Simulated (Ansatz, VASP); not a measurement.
One calculation of CoSi2, two programs

Contents of INCAR:

```
SYSTEM = CoSi2
  PREC = Accurate
  ENCUT = 520
  EDIFF = 1E-7
  ISMEAR = 0
  SIGMA = 0.1
  LREAL = .False.
  LASPH = .True.
  NELM = 100
  ALGO = Normal
  ISIF = 2
  LWAVE = .False.
  LCHARG = .True.
  GGA = PS
  LELF = .True.
  LVHAR = .True.
  NBANDS = 16
```

KPOINTS

```
Automatic mesh
0
Gamma
  14 14 14
  0 0 0
```

Contents of POSCAR:

```
CoSi2
1.0
    0.0000000000      2.6020142701      2.6020142701
    2.6020142701      0.0000000000      2.6020142701
    2.6020142701      2.6020142701      0.0000000000
Co Si
1 2
Direct
    0.0000000000      0.0000000000      0.0000000000
    0.2500000000      0.2500000000      0.2500000000
    0.7500000000      0.7500000000      0.7500000000
```

Input for Ansatz:

```yaml
crystal:
  lattice:
    - [0.0, 2.6020142701, 2.6020142701]
    - [2.6020142701, 0.0, 2.6020142701]
    - [2.6020142701, 2.6020142701, 0.0]
  atoms:
    - { symbol: Co, position: [0.0, 0.0, 0.0] }
    - { symbol: Si, position: [0.25, 0.25, 0.25] }
    - { symbol: Si, position: [0.75, 0.75, 0.75] }
basis:
  ecutwfc: 420
kpoints:
  mp_grid: { grid: [14, 14, 14] }
hamiltonian:
  xc: pbesol
scf:
  occupations: { method: gaussian, width: 0.1 }
output:
  forces: true
  stress: true
  eigenvalues: true
```

Alike in both runs: task single point; functional PBEsol; k mesh 14 × 14 × 14; occupations gaussian, width 0.1 eV; no spin polarisation.

|  | VASP | Ansatz |
| --- | --- | --- |
| version | VASP 6.6.1 | Ansatz 0.2.0 |
| potentials or method | VASP PAW PBE potentials, release 64 (Co, Si), cutoff 520 eV | scalar-relativistic, plane waves, PAW |
| valence electrons in the cell | 17 | 25 |

Ansatz gave:

| Item | Value |
| --- | --- |
| gap on the k mesh at the Fermi level (eV) | none |
| pressure (GPa) | 13.8 |

**Question.** What did VASP give for the same quantities?

**Answer.** gap on the k mesh at the Fermi level (eV): none; pressure (GPa): 14.0.

VASP's potentials were made for PBE, not for PBEsol. A gap of «none» marks a metal or a gap that the smearing closes. With one functional, cell and mesh, what is left measures potentials, basis and numerics. VASP's potentials hold 17 valence electrons a cell and Ansatz's 25, so a difference there can come from the potentials and not from the codes.
